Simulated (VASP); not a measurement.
# Pd (Fm-3m) in VASP: further runs

The runs below take Pd through single point, with PBE, RPBE.

Program: VASP 6.6.1. These are calculated values, not measurements. Logs are shortened: lines on timing, memory, paths and dates and some standing lists are left out, and cuts for length are marked.

## (1) The cell of the first run

It takes space group Fm-3m (No. 225, cubic). Conventional cell: a = 3.893 Å, b = 3.893 Å, c = 3.893 Å, α = 90.00°, β = 90.00°, γ = 90.00°. Pd (site symmetry m-3m) has 12 Pd at 2.75 Å within 3.6 Å.

## (2) Single point, PBE

The input, INCAR:

```
ALGO = Fast
EDIFF = 1E-7
ENCUT = 520
GGA = PE
ISIF = 2
ISMEAR = 0
LASPH = T
LCHARG = T
LELF = T
LREAL = F
LVHAR = T
LWAVE = F
NBANDS = 11
NELM = 100
PREC = Accurate
SIGMA = 0.020999999999999998
```

The input, KPOINTS:

```
k-points
0
Gamma
  12 12 12
```

The input, POSCAR:

```
Pd
1.0
    0.0000000000      1.9465000000      1.9465000000
    1.9465000000      0.0000000000      1.9465000000
    1.9465000000      1.9465000000      0.0000000000
Pd
1
Direct
    0.0000000000      0.0000000000      0.0000000000
```

Potentials or basis: VASP PAW PBE potentials, release 64 (Pd).

Started as:

```
$ cat potpaw_PBE.64/Pd/POTCAR > POTCAR
$ mpirun -np 1 vasp_std > vasp.out
```

OUTCAR:

```text
EDIFF = 1E-7
   ENCUT = 520
   GGA = PE
   ISIF = 2
   ISMEAR = 0
   LASPH = T
   LREAL = F
   NELM = 100
   PREC = Accurate

 ion  position               nearest neighbor table
   1  0.000  0.000  0.000-

  LATTYP: Found a face centered cubic cell.
 ALAT       =     3.8930000000

  Lattice vectors:

 A1 = (   0.0000000000,   1.9465000000,   1.9465000000)
 A2 = (   1.9465000000,   0.0000000000,   1.9465000000)
 A3 = (   1.9465000000,   1.9465000000,   0.0000000000)

Analysis of symmetry for initial positions (statically):
[... 33 lines left out ...]
                                     Primitive cell

  volume of cell :      14.7500

  direct lattice vectors                    reciprocal lattice vectors
     0.000000000  1.946500000  1.946500000    -0.256871307  0.256871307  0.256871307
     1.946500000  0.000000000  1.946500000     0.256871307 -0.256871307  0.256871307
     1.946500000  1.946500000  0.000000000     0.256871307  0.256871307 -0.256871307

  length of vectors
     2.752766699  2.752766699  2.752766699     0.444914156  0.444914156  0.444914156

  position of ions in fractional coordinates (direct lattice)
     0.000000000  0.000000000  0.000000000

  ion indices of the primitive-cell ions
   primitive index   ion index
                 1           1

----------------------------------------------------------------------------------------

 KPOINTS: k-points

Automatic generation of k-mesh.
 Grid dimensions read from file:
 generate k-points for:   12   12   12

 Generating k-lattice:

  Cartesian coordinates                     Fractional coordinates (reciprocal lattice)
    -0.021405942  0.021405942  0.021405942     0.083333333  0.000000000  0.000000000
     0.021405942 -0.021405942  0.021405942     0.000000000  0.083333333  0.000000000
     0.021405942  0.021405942 -0.021405942     0.000000000  0.000000000  0.083333333

  Length of vectors
     0.037076180  0.037076180  0.037076180

  Shift w.r.t. Gamma in fractional coordinates (k-lattice)
     0.000000000  0.000000000  0.000000000

 Subroutine IBZKPT returns following result:
 ===========================================

 Found     72 irreducible k-points:

 Following reciprocal coordinates:
            Coordinates               Weight
  0.000000  0.000000  0.000000      1.000000
  0.083333  0.000000  0.000000      8.000000
  0.166667  0.000000  0.000000      8.000000
  0.250000  0.000000  0.000000      8.000000
  0.333333  0.000000  0.000000      8.000000
  0.416667  0.000000  0.000000      8.000000
[... 16 lines left out ...]
  0.500000  0.166667  0.000000     24.000000
 -0.416667  0.166667  0.000000     24.000000
 [... further k-points ...]
   k-points           NKPTS =     72   k-points in BZ     NKDIM =     72   number of bands    NBANDS=     11
   number of dos      NEDOS =    301   number of ions     NIONS =      1
   total plane-waves  NPLWV =   8000
   dimension x,y,z NGX =    20 NGY =   20 NGZ =   20
   dimension x,y,z NGXF=    40 NGYF=   40 NGZF=   40
   ions per type =               1
   NGX,Y,Z   is equivalent  to a cutoff of  12.08, 12.08, 12.08 a.u.
   NGXF,Y,Z  is equivalent  to a cutoff of  24.16, 24.16, 24.16 a.u.
 SYSTEM =  unknown system
   PREC   = accura    normal or accurate (medium, high low for compatibility)
   ISTART =      0    job   : 0-new  1-cont  2-samecut
   ICHARG =      2    charge: 1-file 2-atom 10-const
   ISPIN  =      1    spin polarized calculation?
   LNONCOLLINEAR =      F non collinear calculations
   LSORBIT =      F    spin-orbit coupling
   LASPH  =      T    aspherical Exc in radial PAW
   ENCUT  =  520.0 eV  38.22 Ry    6.18 a.u.   5.12  5.12  5.12*2*pi/ulx,y,z
   NELM   =    100;   NELMIN=  2; NELMDL= -5     # of ELM steps
   EDIFF  = 0.1E-06   stopping-criterion for ELM
   LREAL  =      F    real-space projection
   EDIFFG = 0.1E-05   stopping-criterion for IOM
   NSW    =      0    number of steps for IOM
   IBRION =     -1    ionic relax: 0-MD 1-quasi-New 2-CG
   NFREE  =      0    steps in history (QN), initial steepest desc. (CG)
   ISIF   =      2    stress and relaxation
   ISYM   =      2    0-nonsym 1-usesym 2-fastsym
   POTIM  = 0.5000    time-step for ionic-motion
   TEBEG  =    0.0;   TEEND  =   0.0 temperature during run
   PSTRESS=    0.0 pullay stress
   NELECT =      10.0000    total number of electrons
   NUPDOWN=      -1.0000    fix difference up-down
   EMIN   =  10.00;   EMAX   =-10.00  energy-range for DOS
   EFERMI =   0.00;   METHOD = LEGACY
   ISMEAR =     0;   SIGMA  =   0.02  broadening in eV -4-tet -1-fermi 0-gaus
   EFERMI_NEDOS =   21; number of points for ismear=-14 and -15
   IALGO  =     68    algorithm
   IMIX   =      4    mixing-type and parameters
     AMIX     =   0.40;   BMIX     =  1.00
     AMIX_MAG =   1.60;   BMIX_MAG =  1.00
  volume/ion in A,a.u.               =      14.75        99.54
  Fermi-wavevector in a.u.,A,eV,Ry     =   1.438171  2.717748 28.141404  2.068335
  Thomas-Fermi vector in A             =   2.557167
   LORBIT       =      0    0 simple, 1 ext, 2 COOP (PROOUT), +10 PAW based schemes
   GGA     = PE    functional components
   LHFCALC =     F    Hartree Fock is set to
   AEXX    =    0.0000 exact exchange contribution
   IVDW    =     0    specifies the selected vdW correction
   LEPSILON=     F    determine dielectric tensor
   LRPA    =     F    only Hartree local field effects (RPA)
 non-spin polarized calculation
 RMM-DIIS sequential band-by-band and
 Gauss-broadening in eV      SIGMA  =   0.02
  energy-cutoff  :      520.00
  volume of cell :       14.75
 maximum number of plane-waves:       415
   NGX = 11   NGY = 11   NGZ = 11

 number of electron      10.0000000 magnetization

 number of electron       9.9999999 magnetization

 Free energy of the ion-electron system (eV)
  ---------------------------------------------------
  ext. energy  EPLUGINS =         0.00000000
  ---------------------------------------------------
  free energy    TOTEN  =        -5.20797836 eV

  energy without entropy =       -5.20649402  energy(sigma->0) =       -5.20723619

 E-fermi :   9.7476     XC(G=0): -13.1863

 val. band max:        9.7469678360   @ k =  -0.4167   0.3333   0.0833
 cond. band min:       9.7484161627   @ k =   0.5000   0.0000   0.0000
 fundamental gap:      0.0014483267
 Fermi energy:         9.7476054932

 k-point     1 :       0.0000    0.0000    0.0000
  band No.  band energies     occupation
      1       2.6435      2.00000
      2       6.9356      2.00000
      3       6.9356      2.00000
      4       6.9356      2.00000
      5       8.5480      2.00000
      6       8.5480      2.00000
      7      26.9748      0.00000
      8      31.7554      0.00000
      9      31.7554      0.00000
     10      31.7554      0.00000
     11      37.0113      0.00000

 k-point     2 :       0.0833    0.0000    0.0000
  band No.  band energies     occupation
      1       2.8938      2.00000
      2       6.8499      2.00000
      3       7.0205      2.00000
      4       7.0205      2.00000
      5       8.5092      2.00000
      6       8.5092      2.00000
      7      27.2262      0.00000
      8      30.2605      0.00000
      9      32.0419      0.00000
     10      32.0419      0.00000
     11      37.6580      0.00000

 k-point     3 :       0.1667    0.0000    0.0000
  band No.  band energies     occupation
      1       3.5709      2.00000
      2       6.7023      2.00000
      3       7.1923      2.00000
      4       7.1923      2.00000
      5       8.4833      2.00000
      6       8.4833      2.00000
      7      27.0412      0.00000
      8      28.2878      0.00000
      9      32.7862      0.00000
     10      32.7862      0.00000
     11      36.1188      0.00000

 k-point     4 :       0.2500    0.0000    0.0000
  band No.  band energies     occupation
      1       4.3260      2.00000
      2       6.9100      2.00000
      3       7.2286      2.00000
      4       7.2286      2.00000
      5       8.6975      2.00000
      6       8.6975      2.00000
      7      24.3130      0.00000
      8      28.0223      0.00000
      9      33.4278      0.00000
     10      33.4278      0.00000
     11      35.6497      0.00000

 k-point     5 :       0.3333    0.0000    0.0000
  band No.  band energies     occupation
      1       4.5869      2.00000
      2       7.0925      2.00000
      3       7.0925      2.00000
      4       8.0586      2.00000
      5       9.1504      2.00000
      6       9.1504      2.00000
      7      21.2442      0.00000
      8      27.2752      0.00000
      9      32.5890      0.00000
     10      32.5890      0.00000
     11      36.1822      0.00000
[... 211 lines left out ...]
 k-point    21 :       0.3333    0.1667    0.0000
  band No.  band energies     occupation
      1       5.0447      2.00000
      2       6.1365      2.00000
      3       7.1188      2.00000
      4       7.7799      2.00000
      5       9.3591      2.00000
      6       9.3800      2.00000
      7      23.7641      0.00000
      8      28.0298      0.00000
      9      28.7001      0.00000
     10      30.8835      0.00000
     11      36.0018      0.00000

 k-point    22 :       0.4167    0.1667    0.0000
  band No.  band energies     occupation
      1       5.0770      2.00000
      2       6.5148      2.00000
      3       7.1152      2.00000
      4       7.6414      2.00000
      5       9.7043      1.99646
      6      10.9773      0.00000
      7      20.5895      0.00000
      8      27.0387      0.00000
      9      28.3584      0.00000
     10      30.1137      0.00000
     11      38.0873      0.00000

 k-point    23 :       0.5000    0.1667    0.0000
  band No.  band energies     occupation
      1       5.0401      2.00000
      2       6.4554      2.00000
      3       7.4957      2.00000
      4       7.6442      2.00000
      5       9.7913      0.00325
      6      12.8492      0.00000
      7      17.8795      0.00000
      8      26.1923      0.00000
      9      28.6247      0.00000
     10      29.1503      0.00000
     11      38.1833      0.00000

 k-point    24 :      -0.4167    0.1667    0.0000
  band No.  band energies     occupation
      1       5.0920      2.00000
      2       6.4624      2.00000
      3       7.4266      2.00000
      4       7.8482      2.00000
      5       9.5224      2.00000
      6      13.4002      0.00000
      7      17.3724      0.00000
      8      25.6203      0.00000
      9      28.6580      0.00000
     10      29.6808      0.00000
     11      37.6353      0.00000

 [... further k-points ...]
[... 5 lines left out ...]
  --------------------------------------------------------------------------------------
  -------------------------------------------------------------------------------------
  Total        0.6007472      0.6007472      0.6007472      0.0000000      0.0000000      0.0000000
  in kB       65.2542970     65.2542970     65.2542970      0.0000000      0.0000000      0.0000000
  external PRESSURE =      65.2542970 kB  Pullay stress =       0.0000000 kB

 VOLUME and BASIS-vectors are now :
 -----------------------------------------------------------------------------
  energy-cutoff  :      520.00
  volume of cell :       14.75
      direct lattice vectors                 reciprocal lattice vectors
     0.000000000  1.946500000  1.946500000    -0.256871307  0.256871307  0.256871307
     1.946500000  0.000000000  1.946500000     0.256871307 -0.256871307  0.256871307
     1.946500000  1.946500000  0.000000000     0.256871307  0.256871307 -0.256871307

 POSITION                                       TOTAL-FORCE (eV/Angst)
 -----------------------------------------------------------------------------------
      0.00000      0.00000      0.00000         0.000000     -0.000000      0.000000
 -----------------------------------------------------------------------------------
    total drift:                                0.000000      0.000000      0.000000

  FREE ENERGIE OF THE ION-ELECTRON SYSTEM (eV)
  ---------------------------------------------------
  free  energy   TOTEN  =        -5.2079783607 eV

  energy  without entropy=       -5.2064940197  energy(sigma->0) =       -5.20723619
```

Run time: 6.1 s. Hardware: 1 thread of Intel Xeon 6975P-C (Granite Rapids), shared host; peak memory 0.13 GiB.

Results:

```yaml
Free_energy: -5.2080 eV
Pressure: 6.5 GPa
Band_gap_on_the_k_mesh: zero (band 5 reaches 10.06 eV, above the bottom of band 6 at 8.48 eV)
```

Levels at points of the mesh, in eV from the Fermi level:
```csv
k point,band 3,band 4,band 5,band 6,band 7,band 8
"(0.00, 0.00, 0.00)",-2.81,-2.81,-1.20,-1.20,17.23,22.01
"(0.50, 0.00, 0.00)",-2.86,0.00,0.00,1.05,7.35,16.59
"(0.50, 0.50, 0.00)",-0.03,0.31,0.31,3.38,10.81,13.25
```

## (3) Single point, RPBE

The input, INCAR:

```
SYSTEM = Pd
  PREC = Accurate
  ENCUT = 520
  EDIFF = 1E-7
  ISMEAR = -1
  SIGMA = 0.05
  LREAL = .FALSE.
  LASPH = .TRUE.
  NELM = 60
  ALGO = Normal
  ISIF = 2
  LWAVE = .FALSE.
  LCHARG = .FALSE.
  GGA = RP
  NBANDS = 11
```

The input, KPOINTS:

```
regular mesh
0
G
  12 12 12
  0 0 0
```

POSCAR is that of step 2.

Potentials or basis: VASP PAW PBE potentials, release 64 (Pd).

Started as:

```
$ cat potpaw_PBE.64/Pd/POTCAR > POTCAR
$ mpirun -np 1 vasp_std > vasp.out
```

Wall time 4.4 s (1 thread of Intel Xeon 6975P-C (Granite Rapids), shared host); peak memory 0.13 GiB.

Results (log left out):

- Free energy: -4.6068 eV
- Pressure: 11.4 GPa
- Band gap on the k mesh: zero (band 5 reaches 10.16 eV, above the bottom of band 6 at 8.58 eV)

Levels at points of the mesh, in eV from the Fermi level:
```tsv
k point	band 2	band 3	band 4	band 5	band 6	band 7	band 8	band 9
(0.00, 0.00, 0.00)	-2.81	-2.81	-2.81	-1.21	-1.21	17.22	22.03	22.03
(0.50, 0.00, 0.00)	-2.86	-2.86	-0.01	-0.01	1.08	7.39	16.58	21.20
(0.50, 0.50, 0.00)	-5.07	-0.04	0.31	0.31	3.42	10.83	13.29	13.29
```

Caveat: the PAW data sets were made with another functional, which shifts forces and pressure a little.
